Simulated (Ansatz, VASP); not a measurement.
# One calculation of Au, two programs

The input POSCAR:

```
Au
1.0
   -1.7963137257      1.7963137257      1.3928460231
    1.7963137257     -1.7963137257      1.3928460231
    1.7963137257      1.7963137257     -1.3928460231
Au
1
Direct
    0.0000000000      0.0000000000      0.0000000000
```

Contents of INCAR.step1:

```
ALGO     = Normal         # electronic algorithm
EDIFF    = 1E-4           # SCF threshold, eV
ENCUT    = 600            # plane-wave cutoff, eV
GGA      = PE             # functional
ISMEAR   = 0              # smearing method
LASPH    = T              # aspherical terms in the spheres
LCHARG   = F              # write CHGCAR
LREAL    = F              # projectors in reciprocal space
LWAVE    = T              # write WAVECAR
NELM     = 60             # most SCF steps
PREC     = Accurate       # precision mode
SIGMA    = 0.1            # smearing width, eV
```

The input INCAR.step2:

```
ALGO     = Normal         # electronic algorithm
EDIFF    = 1E-6           # SCF threshold, eV
EDIFFG   = -0.01          # ionic threshold
ENCUT    = 600            # plane-wave cutoff, eV
IBRION   = 2              # ionic algorithm
ISIF     = 3              # what is computed and relaxed
ISMEAR   = 0              # smearing method
ISTART   = 1            
LASPH    = T              # aspherical terms in the spheres
LCHARG   = F              # write CHGCAR
LMIXTAU  = T            
LREAL    = F              # projectors in reciprocal space
LWAVE    = F              # write WAVECAR
METAGGA  = R2SCAN         # meta-GGA
NELM     = 60             # most SCF steps
NSW      = 100            # ionic steps
PREC     = Accurate       # precision mode
SIGMA    = 0.1            # smearing width, eV
```

Contents of KPOINTS:

```
k-points
0
Gamma
  24 24 24
```

Input for Ansatz:

```yaml
crystal:
  lattice:
    - [-1.7963137257, 1.7963137257, 1.3928460231]
    - [1.7963137257, -1.7963137257, 1.3928460231]
    - [1.7963137257, 1.7963137257, -1.3928460231]
  atoms:
    - { symbol: Au, position: [0.0, 0.0, 0.0] }
basis:
  ecutwfc: 500
kpoints:
  mp_grid: { grid: [24, 24, 24] }
hamiltonian:
  xc: r2scan
scf:
  occupations: { method: gaussian, width: 0.1 }
output:
  forces: true
  stress: true
  eigenvalues: true
relax:
  adjacent_minimum: "off"
  f_tol: 0.01
  max_steps: 80
  cell: { stress_tol: 0.05 }
```

Alike in both runs: task relaxation of cell and atoms; functional r2SCAN; k mesh 24 × 24 × 24; occupations gaussian, width 0.1 eV; no spin polarisation.

|  | VASP | Ansatz |
| --- | --- | --- |
| version | VASP 6.6.1 | Ansatz 0.2.0 |
| potentials or method | VASP PAW PBE potentials, release 64 (Au), cutoff 600 eV | scalar-relativistic, plane waves, PAW |
| valence electrons in the cell | 11 | 19 |

```csv
,VASP,Ansatz,Ansatz less VASP
"gap on the k mesh at the Fermi level, each at its own relaxed structure (eV)",none,none,-
relaxed volume (Å³/atom),17.74,17.69,-0.049
relaxed length of the cell vector where the two differ most in proportion (Å),2.866,2.863,-0.0031
```

VASP's potentials were made for PBE, not for r2SCAN. A gap of «none» marks a metal or a gap that the smearing closes. VASP's potentials hold 11 valence electrons a cell and Ansatz's 19, so a difference there can come from the potentials and not from the codes.

Neither program's run includes spin-orbit coupling.
